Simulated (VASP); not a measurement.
# Sn (R-3m) in VASP: relaxation of cell and atoms with r2SCAN

Aim: the relaxation of cell and atoms of Sn with r2SCAN.

Program: VASP 6.6.1. These are calculated values, not measurements. Logs are shortened: lines on timing, memory, paths and dates and some standing lists are left out, and cuts for length are marked.

### Step 1. The cell of the first run

The structure is trigonal, space group R-3m (No. 166). The conventional cell has a = 3.996 Å, b = 3.996 Å, c = 11.114 Å, α = 90.00°, β = 90.00°, γ = 120.00°. Sn (site symmetry 3m) has 6 Sn at 2.67 to 3.29 Å within 3.5 Å.

### Step 2. Relaxation of cell and atoms, r2SCAN

POSCAR reads:

```
Sn
1.0
    1.9978650000      3.4604010000      0.0000000000
   -1.9978650000      3.4604010000      0.0000000000
   -1.9978650000      1.1534640000      3.7048000000
Sn
2
Direct
    0.2275400000      0.5449200000      0.6826200000
    0.7724600000      0.4550800000      0.3173800000
```

INCAR.step1 reads:

```
ALGO = Normal
EDIFF = 1E-4
ENCUT = 600
GGA = PE
ISMEAR = -1
LASPH = True
LCHARG = False
LREAL = False
LWAVE = True
NELM = 100
PREC = Accurate
SIGMA = 0.1
```

INCAR.step2 reads:

```
ALGO = Normal
EDIFF = 1E-6
EDIFFG = -0.01
ENCUT = 600
IBRION = 2
ISIF = 3
ISMEAR = -1
ISTART = 1
LASPH = True
LCHARG = False
LMIXTAU = True
LREAL = False
LWAVE = False
METAGGA = R2SCAN
NELM = 100
NSW = 60
PREC = Accurate
SIGMA = 0.1
```

KPOINTS reads:

```
k-points
0
Gamma
  9 9 9
```

Potentials or basis: VASP PAW PBE potentials, release 64 (Sn_d).

Command:

```
cat potpaw_PBE.64/Sn_d/POTCAR > POTCAR
cp INCAR.step1 INCAR
mpirun -np 1 vasp_std > vasp.out
cp INCAR.step2 INCAR
mpirun -np 1 vasp_std > vasp.out
```

OUTCAR:

```text
EDIFF = 1E-6
   EDIFFG = -0.01
   ENCUT = 600
   IBRION = 2
   ISIF = 3
   ISMEAR = -1
   ISTART = 1
   LASPH = True
   LREAL = False
   METAGGA = R2SCAN
   NELM = 100
   NSW = 60
   PREC = Accurate

 ion  position               nearest neighbor table
   1  0.228  0.545  0.683-   2 2.67   2 2.67   2 2.67   2 3.29   2 3.29   2 3.29
   2  0.772  0.455  0.317-   1 2.67   1 2.67   1 2.67   1 3.29   1 3.29   1 3.29

  LATTYP: Found a trigonal (rhomboedric) cell.
 ALAT       =     4.3643426535
 COS(alpha) =     0.5808933115

  Lattice vectors:

 A1 = (   1.9978650000,   1.1534640000,   3.7048000000)
 A2 = (  -1.9978650000,   1.1534640000,   3.7048000000)
 A3 = (   0.0000000000,  -2.3069370000,   3.7048000000)

Analysis of symmetry for initial positions (statically):
=====================================================================
 Subroutine PRICEL returns:
 Original cell was already a primitive cell.

 Routine SETGRP: Setting up the symmetry group for a
 trigonal (rhombohedral) supercell.

 Subroutine GETGRP returns: Found 12 space group operations
 (whereof 12 operations were pure point group operations)
 out of a pool of 12 trial point group operations.

The static configuration has the point symmetry D_3d.

Analysis of symmetry for dynamics (positions and initial velocities):
=====================================================================
 Subroutine PRICEL returns:
 Original cell was already a primitive cell.

 Routine SETGRP: Setting up the symmetry group for a
 trigonal (rhombohedral) supercell.

 Subroutine GETGRP returns: Found 12 space group operations
 (whereof 12 operations were pure point group operations)
 out of a pool of 12 trial point group operations.

The dynamic configuration has the point symmetry D_3d.

 Subroutine INISYM returns: Found 12 space group operations
 (whereof 12 operations are pure point group operations),
 and found     1 'primitive' translations

----------------------------------------------------------------------------------------

                                     Primitive cell

  volume of cell :      51.2256

  direct lattice vectors                    reciprocal lattice vectors
     1.997865000  3.460401000  0.000000000     0.250267160  0.144491924  0.089973485
    -1.997865000  3.460401000  0.000000000    -0.250267160  0.144491924 -0.179946619
    -1.997865000  1.153464000  3.704800000     0.000000000  0.000000000  0.269920104

  length of vectors
     3.995727673  3.995727673  4.364342654     0.302666146  0.340429660  0.269920104

  position of ions in fractional coordinates (direct lattice)
     0.227540000  0.544920000  0.682620000
     0.772460000  0.455080000  0.317380000

  ion indices of the primitive-cell ions
   primitive index   ion index
                 1           1
                 2           2

----------------------------------------------------------------------------------------

 KPOINTS: k-points

Automatic generation of k-mesh.
 Grid dimensions read from file:
 generate k-points for:    9    9    9

 Generating k-lattice:

  Cartesian coordinates                     Fractional coordinates (reciprocal lattice)
     0.027807462  0.016054658  0.009997054     0.111111111  0.000000000  0.000000000
    -0.027807462  0.016054658 -0.019994069     0.000000000  0.111111111  0.000000000
     0.000000000  0.000000000  0.029991123     0.000000000  0.000000000  0.111111111

  Length of vectors
     0.033629572  0.037825518  0.029991123

  Shift w.r.t. Gamma in fractional coordinates (k-lattice)
     0.000000000  0.000000000  0.000000000

 Subroutine IBZKPT returns following result:
 ===========================================

 Found     85 irreducible k-points:

 Following reciprocal coordinates:
            Coordinates               Weight
  0.000000  0.000000  0.000000      1.000000
  0.111111  0.000000  0.000000      6.000000
  0.222222  0.000000 -0.000000      6.000000
  0.333333  0.000000 -0.000000      6.000000
  0.444444  0.000000 -0.000000      6.000000
  0.000000  0.111111 -0.000000      6.000000
[... 16 lines left out ...]
 -0.111111  0.333333 -0.000000     12.000000
  0.000000  0.444444  0.000000      6.000000
 [... further k-points ...]
   k-points           NKPTS =     85   k-points in BZ     NKDIM =     85   number of bands    NBANDS=     18
   number of dos      NEDOS =    301   number of ions     NIONS =      2
   total plane-waves  NPLWV =  36864
   dimension x,y,z NGX =    32 NGY =   32 NGZ =   36
   dimension x,y,z NGXF=    64 NGYF=   64 NGZF=   72
   ions per type =               2
   NGX,Y,Z   is equivalent  to a cutoff of  13.31, 13.31, 13.71 a.u.
   NGXF,Y,Z  is equivalent  to a cutoff of  26.63, 26.63, 27.43 a.u.
 SYSTEM =  unknown system
   PREC   = accura    normal or accurate (medium, high low for compatibility)
   ISTART =      1    job   : 0-new  1-cont  2-samecut
   ICHARG =      0    charge: 1-file 2-atom 10-const
   ISPIN  =      1    spin polarized calculation?
   LNONCOLLINEAR =      F non collinear calculations
   LSORBIT =      F    spin-orbit coupling
   LASPH  =      T    aspherical Exc in radial PAW
   ENCUT  =  600.0 eV  44.10 Ry    6.64 a.u.   7.98  7.98  8.72*2*pi/ulx,y,z
   NELM   =    100;   NELMIN=  2; NELMDL=  0     # of ELM steps
   EDIFF  = 0.1E-05   stopping-criterion for ELM
   LREAL  =      F    real-space projection
   EDIFFG = -.1E-01   stopping-criterion for IOM
   NSW    =     60    number of steps for IOM
   IBRION =      2    ionic relax: 0-MD 1-quasi-New 2-CG
   NFREE  =      1    steps in history (QN), initial steepest desc. (CG)
   ISIF   =      3    stress and relaxation
   ISYM   =      2    0-nonsym 1-usesym 2-fastsym
   POTIM  = 0.5000    time-step for ionic-motion
   TEBEG  =    0.0;   TEEND  =   0.0 temperature during run
   PSTRESS=    0.0 pullay stress
   NELECT =      28.0000    total number of electrons
   NUPDOWN=      -1.0000    fix difference up-down
   EMIN   =  10.00;   EMAX   =-10.00  energy-range for DOS
   EFERMI =   0.00;   METHOD = LEGACY
   ISMEAR =    -1;   SIGMA  =   0.10  broadening in eV -4-tet -1-fermi 0-gaus
   EFERMI_NEDOS =   21; number of points for ismear=-14 and -15
   IALGO  =     38    algorithm
   IMIX   =      4    mixing-type and parameters
     AMIX     =   0.40;   BMIX     =  1.00
     AMIX_MAG =   1.60;   BMIX_MAG =  1.00
  volume/ion in A,a.u.               =      25.61       172.84
  Fermi-wavevector in a.u.,A,eV,Ry     =   1.338541  2.529476 24.377456  1.791692
  Thomas-Fermi vector in A             =   2.467003
   LORBIT       =      0    0 simple, 1 ext, 2 COOP (PROOUT), +10 PAW based schemes
   METAGGA = R2SCAN    functional components
   LHFCALC =     F    Hartree Fock is set to
   AEXX    =    0.0000 exact exchange contribution
   IVDW    =     0    specifies the selected vdW correction
   LEPSILON=     F    determine dielectric tensor
   LRPA    =     F    only Hartree local field effects (RPA)
 conjugate gradient relaxation of ions
 non-spin polarized calculation
  energy-cutoff  :      600.00
  volume of cell :       51.23
 maximum number of plane-waves:      1722
   NGX = 15   NGY = 15   NGZ = 17

--------------------------------------- Ionic step        1  -------------------------------------------

 number of electron      27.9999996 magnetization

 Free energy of the ion-electron system (eV)
  ---------------------------------------------------
  ext. energy  EPLUGINS =         0.00000000
  ---------------------------------------------------
  free energy    TOTEN  =       -48.46034240 eV

  energy without entropy =      -48.42139761  energy(sigma->0) =      -48.44087000

------------------------ aborting loop because EDIFF is reached ----------------------------------------

  FORCE on cell =-STRESS in cart. coord.  units (eV):
  Direction    XX          YY          ZZ          XY          YZ          ZX
  --------------------------------------------------------------------------------------
  -------------------------------------------------------------------------------------
  Total        5.4572895      5.4572811      2.7530245     -0.0000000     -0.0000022      0.0000000
  in kB      170.6869220    170.6866569     86.1059835     -0.0000000     -0.0000697      0.0000000
  external PRESSURE =     142.4931875 kB  Pullay stress =       0.0000000 kB
[... 21 lines left out ...]
  energy  without entropy=      -48.4213976053  energy(sigma->0) =      -48.44087000

--------------------------------------- Ionic step        2  -------------------------------------------

 number of electron      27.9999995 magnetization

 E-fermi :   4.9752     XC(G=0):  -9.8035

 val. band max:        4.9570762664   @ k =   0.3333   0.0000   0.2222
 cond. band min:       5.0155099943   @ k =   0.3333   0.2222   0.1111
 fundamental gap:      0.0584337279
 Fermi energy:         4.9752295663

 k-point     1 :       0.0000    0.0000    0.0000
  band No.  band energies     occupation
      1     -17.0826      2.00000
      2     -17.0825      2.00000
      3     -16.9670      2.00000
      4     -16.9670      2.00000
      5     -16.9648      2.00000
      6     -16.8335      2.00000
[... 10 lines left out ...]
     17       9.7282      0.00000
     18       9.7283      0.00000
[... 548 lines left out ...]
  FREE ENERGIE OF THE ION-ELECTRON SYSTEM (eV)
  ---------------------------------------------------
  free  energy   TOTEN  =       -49.0218478727 eV

  energy  without entropy=      -48.9780422249  energy(sigma->0) =      -48.99994505

[... ionic steps 4 to 13 ...]

--------------------------------------- Ionic step       14  -------------------------------------------

 number of electron      27.9999994 magnetization

------------------------ aborting loop because EDIFF is reached ----------------------------------------

  FORCE on cell =-STRESS in cart. coord.  units (eV):
  Direction    XX          YY          ZZ          XY          YZ          ZX
  --------------------------------------------------------------------------------------
  -------------------------------------------------------------------------------------
  Total       -0.0501184     -0.0501183     -0.0582891     -0.0000000      0.0000000     -0.0000000
  in kB       -1.4041565     -1.4041540     -1.6330713     -0.0000000      0.0000014     -0.0000000
  external PRESSURE =      -1.4804606 kB  Pullay stress =       0.0000000 kB
[... 57 lines left out ...]
  energy  without entropy=      -49.2027211812  energy(sigma->0) =      -49.21806158

--------------------------------------- Ionic step       16  -------------------------------------------

 number of electron      27.9999994 magnetization

 Free energy of the ion-electron system (eV)
  ---------------------------------------------------
  ext. energy  EPLUGINS =         0.00000000
  ---------------------------------------------------
  free energy    TOTEN  =       -49.23353052 eV

  energy without entropy =      -49.20272521  energy(sigma->0) =      -49.21812787

 E-fermi :   7.2153     XC(G=0): -10.8282

 val. band max:        7.2034522370   @ k =   0.0000  -0.2222   0.3333
 cond. band min:       7.2651674376   @ k =   0.0000   0.0000   0.0000
 fundamental gap:      0.0617152006
 Fermi energy:         7.2153109228

 k-point     1 :       0.0000    0.0000    0.0000
  band No.  band energies     occupation
      1     -15.0906      2.00000
      2     -15.0906      2.00000
      3     -14.9010      2.00000
      4     -14.9005      2.00000
      5     -14.9005      2.00000
      6     -14.6546      2.00000
[... 10 lines left out ...]
     17      12.9036      0.00000
     18      12.9206      0.00000
[... 512 lines left out ...]
  FREE ENERGIE OF THE ION-ELECTRON SYSTEM (eV)
  ---------------------------------------------------
  free  energy   TOTEN  =       -49.2335305230 eV

  energy  without entropy=      -49.2027252089  energy(sigma->0) =      -49.21812787

 reached required accuracy - stopping structural energy minimisation
```

It took 24 min on 1 thread of Intel Xeon 6975P-C (Granite Rapids), shared host; peak memory 0.26 GiB.

Results:

- Free energy: -49.2335 eV
- Relaxed volume: 28.53 Å³/atom
- Relaxed cell: a = 4.315 Å, b = 4.315 Å, c = 4.327 Å, α = 60.09°, β = 90.00°, γ = 60.00°
- Space group after relaxing (to 0.1 Å): Pm-3m (No. 221)
- Energy gained by relaxing: 386.6 meV/atom
- Ionic steps: 16
- Pressure after relaxing: 0.0 GPa
- Band gap on the k mesh: zero (bands 14 and 15 overlap by 3.51 eV)

Forces in eV/Å, atoms in the order of the input:
```
Sn   0.000  0.000  0.003
Sn   0.000  0.000 -0.003
```

Step by step:
```tsv
step	energy change (eV)	largest force (eV/Å)	pressure (GPa)	volume (Å³)
1	0.0000	2.3834	14.25	51.23
2	-0.4048	0.2156	-5.91	69.96
3	-0.5615	0.6808	-1.72	61.88
4	-0.6412	0.6476	-1.22	60.12
5	-0.7492	0.2282	2.41	54.87
6	-0.7658	0.0958	-0.13	57.20
7	-0.7687	0.0168	0.52	56.49
8	-0.7713	0.0229	-0.04	57.10
9	-0.7714	0.0372	-0.25	57.31
10	-0.7724	0.0481	-0.07	57.14
11	-0.7725	0.0586	0.09	56.97
12	-0.7726	0.0552	0.05	57.01
13	-0.7729	0.0369	-0.05	57.09
14	-0.7731	0.0121	-0.15	57.19
15	-0.7731	0.0110	0.17	56.87
16	-0.7732	0.0029	0.01	57.05
```

Final structure:
```
Sn
1.0
     2.15775    3.73733    0.00000
    -2.15775    3.73733    0.00000
    -2.15775    1.24577    3.53725
Sn
2
Direct
  0.24996 0.50008 0.74989
  0.75004 0.49992 0.25011
```

Caveat: the PAW data sets were made with another functional, which shifts forces and pressure a little; spin-orbit coupling is left out, which moves the levels of the heavy elements.
